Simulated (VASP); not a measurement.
LiCl:

```
Li Cl
1.0
     0.00000    2.56477    2.56477
     2.56477    0.00000    2.56477
     2.56477    2.56477    0.00000
Li Cl
1 1
Direct
  0.00000 0.00000 0.00000
  0.50000 0.50000 0.50000
```

```yaml
Program: VASP 6.6.1
Task: relaxation of cell and atoms
Functional: PBE
Dispersion: D3(BJ)
Potentials_or_basis: VASP PAW PBE potentials, release 64 (Li_sv, Cl)
Cutoff: 600 eV
k_mesh: 6 × 6 × 6
Occupations: gaussian, width 0.01 eV
Spin: no spin polarisation
```

At the start: pressure -1.9 GPa; volume 16.87 Å³/atom.

Task: Where does the relaxation end?

Result: Over 3 steps the energy falls by 6.0 meV/atom and the volume is 15.94 Å³/atom (-5.5 %); space group Fm-3m (No. 225, to 0.05 Å).

Step by step:
| step | energy change (eV) | largest force (eV/Å) | pressure (GPa) | volume (Å³) |
| --- | --- | --- | --- | --- |
| 1 | 0.0000 | 0.0000 | -1.92 | 33.74 |
| 2 | -0.0090 | 0.0000 | -1.01 | 32.76 |
| 3 | -0.0120 | 0.0000 | -0.06 | 31.88 |

Final structure:
```yaml
crystal:
  lattice:
    - [0.00000, 2.51674, 2.51674]
    - [2.51674, 0.00000, 2.51674]
    - [2.51674, 2.51674, 0.00000]
  atoms:
    - { symbol: Li, position: [0.00000, 0.00000, 0.00000] }
    - { symbol: Cl, position: [0.50000, 0.50000, 0.50000] }
```

Caveat: the cutoff is under 1.25 times the usual one of these potentials, so pressure, stress and relaxed cells hold a basis-set (Pulay) error.
